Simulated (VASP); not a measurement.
Input of a VASP 6.6.1 run:

The input INCAR:

```
PREC     = Accurate       # precision mode
ENCUT    = 520            # plane-wave cutoff, eV
EDIFF    = 1E-7           # SCF threshold, eV
ISMEAR   = -1             # smearing method
SIGMA    = 0.05           # smearing width, eV
LREAL    = F              # projectors in reciprocal space
LASPH    = T              # aspherical terms in the spheres
NELM     = 60             # most SCF steps
ALGO     = Normal         # electronic algorithm
ISIF     = 2              # what is computed and relaxed
LWAVE    = F              # write WAVECAR
LCHARG   = F              # write CHGCAR
GGA      = PS             # functional
IVDW     = 13             # dispersion correction
NBANDS   = 12             # bands
```

The input KPOINTS:

```
Automatic mesh
0
Gamma
  12 12 12
```

The input POSCAR:

```
Zn
1.0
    0.0000000000      1.9023434643      1.9023434643
    1.9023434643      0.0000000000      1.9023434643
    1.9023434643      1.9023434643      0.0000000000
Zn
1
Direct
    0.0000000000      0.0000000000      0.0000000000
```

Potentials or basis: VASP PAW PBE potentials, release 64 (Zn).

Command:

```sh
$ cat potpaw_PBE.64/Zn/POTCAR > POTCAR
$ mpirun -np 1 vasp_std > vasp.out
```

Task: Predict the pressure.

Result: 0.5 GPa.

Task: What does it give for the dispersion energy per atom?

Result: -0.204 eV.

Caveat: the PAW data sets were made with another functional, which shifts forces and pressure a little; pairwise dispersion overbinds metals, which lowers pressure and volume.
